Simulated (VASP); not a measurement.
Wanted: the native input for a VASP 6.6.1 run.

| Property | Result |
| --- | --- |
| Task | single point |
| Functional | PBE |
| Potentials or basis | VASP PAW PBE potentials, release 64 (Si, C) |
| Cutoff | 520 eV |
| k mesh | 12 × 12 × 4 |
| Occupations | gaussian, width 0.05 eV |
| Spin | no spin polarisation |
| Dipole correction | no |
| Further INCAR settings | ALGO = Normal; EDIFF = 1e-06; NBANDS = 26 |

The structure of SiC lies in POSCAR:

```
SiC
1.0
    3.1663000000      0.0000000000      0.0000000000
   -1.5831500000      2.7420962360      0.0000000000
    0.0000000000      0.0000000000     10.1291708101
Si C
4 4
Direct
    0.6666666667      0.3333333333      0.9378436843
    0.3333333333      0.6666666667      0.4378436843
    0.0000000000      0.0000000000      0.6878989045
    0.0000000000      0.0000000000      0.1878989045
    0.6666666667      0.3333333333      0.7498087506
    0.3333333333      0.6666666667      0.2498087506
    0.0000000000      0.0000000000      0.5004476606
    0.0000000000      0.0000000000      0.0004476606
```

These files were run (other wordings do the same):

INCAR

```
ALGO = Normal
EDIFF = 1E-6
ENCUT = 520
GGA = PE
ISIF = 2
ISMEAR = 0
LASPH = T
LCHARG = F
LREAL = F
LWAVE = F
NBANDS = 26
NELM = 80
PREC = Accurate
SIGMA = 0.05
```

KPOINTS

```
k-points
0
Gamma
  12 12 4
```

Potentials or basis: VASP PAW PBE potentials, release 64 (Si, C).

The run is started by

```sh
$ cat potpaw_PBE.64/Si/POTCAR potpaw_PBE.64/C/POTCAR > POTCAR
$ mpirun -np 1 vasp_std > vasp.out
```

It gave:

* Pressure: -8.9 GPa
* Largest force: 0.188 eV/Å
* Band gap on the k mesh: 2.18 eV (least direct gap 3.27 eV)

Caveat: the stress differs along the axes, from -13 to -1 GPa.

Run time: 91 s on 1 thread of Intel(R) Xeon(R) Platinum 8259CL CPU @ 2.50GHz (Skylake/Cascade Lake), with other jobs on the host, peak memory 0.25 GiB.
